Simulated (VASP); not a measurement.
Input of a VASP 6.6.1 run:

The input INCAR:

```
  PREC = Accurate
  ENCUT = 520
  EDIFF = 1E-6
  ISMEAR = 0
  SIGMA = 0.05
  LREAL = Auto
  LASPH = True
  NELM = 100
  ALGO = Normal
  ISIF = 2
  LWAVE = False
  LCHARG = True
  GGA = PE
  LELF = True
  LVHAR = True
  NBANDS = 68
```

File KPOINTS:

```
regular mesh
0
Gamma
  2 2 1
```

File POSCAR:

```
Mg6HO6
1.0
    5.3245140000      0.0000000000      0.0000000000
    2.6622570000      4.6111640000      0.0000000000
    0.0000000000      0.0000000000     17.4343090000
Mg O H
12 12 2
Direct
    0.0000000000      0.0000000000      0.0573581666
    0.0000000939      0.5000000000      0.0573581666
    0.5000000000      0.0000000000      0.0573581666
    0.5000000939      0.5000000000      0.0573581666
    0.6671129056      0.6671129025      0.2001685298
    0.6666336657      0.1658967237      0.2001066977
    0.1658966339      0.6666336309      0.2001066977
    0.1670115109      0.1670116266      0.2003124988
    0.3359857469      0.3359856644      0.3474380889
    0.3314752987      0.8311940326      0.3458311425
    0.8311937893      0.3314755233      0.3458311425
    0.8354482657      0.8354482729      0.3502858645
    0.3333333911      0.8333334056      0.1196985782
    0.3333332972      0.3333334056      0.1196985782
    0.8333333911      0.8333334056      0.1196985782
    0.8333332972      0.3333334056      0.1196985782
   -0.0006351616      0.5003923088      0.2691686261
    0.0000648646      0.0000648426      0.2679990931
    0.5001481060      0.5001483356      0.2673253640
    0.5003923474      0.9993648025      0.2691686261
    0.6671722421      0.1733330239      0.4167001399
    0.6658930000      0.6658930370      0.4109761964
    0.1668023962      0.1668025687      0.4097108179
    0.1733329674      0.6671723235      0.4167001399
    0.1677932216      0.1677932080      0.4647864736
    0.6354365262      0.6354365188      0.4637410637
```

Potentials or basis: VASP PAW PBE potentials, release 64 (Mg, O, H).

The run is started by

```bash
$ cat potpaw_PBE.64/Mg/POTCAR potpaw_PBE.64/O/POTCAR potpaw_PBE.64/H/POTCAR > POTCAR
$ mpirun -np 1 vasp_std > vasp.out
```

(1) Predict the largest force.

(2) What does it give for the band gap on the k mesh?

Results:

(1) 2.621 eV/Å.

(2) zero (bands 49 and 50 overlap by 0.30 eV).

Caveat: the k points lie up to 0.68 Å⁻¹ apart.
